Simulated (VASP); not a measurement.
Input of a VASP 6.6.1 run:

Contents of INCAR:

```
SYSTEM = HfC
PREC = Accurate
ENCUT = 520
EDIFF = 1E-7
ISMEAR = -1
SIGMA = 0.05
LREAL = .False.
LASPH = .True.
NELM = 60
ALGO = Normal
ISIF = 2
LWAVE = .False.
LCHARG = .False.
NBANDS = 14
```

File KPOINTS:

```
Automatic mesh
0
Gamma
  12 12 12
  0 0 0
```

POSCAR

```
HfC
1.0
    0.0000000000      2.3705998121      2.3705998121
    2.3705998121      0.0000000000      2.3705998121
    2.3705998121      2.3705998121      0.0000000000
Hf C
1 1
Direct
    0.5000000000      0.5000000000      0.5000000000
    0.0000000000      0.0000000000      0.0000000000
```

Potentials or basis: VASP PAW LDA potentials, release 64 (Hf_pv, C).

Run with:

```sh
$ cat potpaw_LDA.64/Hf_pv/POTCAR potpaw_LDA.64/C/POTCAR > POTCAR
$ mpirun -np 1 vasp_std > vasp.out
```

Q: What does it give for the band gap on the k mesh?

A: Zero (band 7 reaches 6.39 eV, above the bottom of band 8 at 5.00 eV).

Q: Predict the pressure.

A: -22.8 GPa.

Caveat: spin-orbit coupling is left out, which moves the levels of the heavy elements.
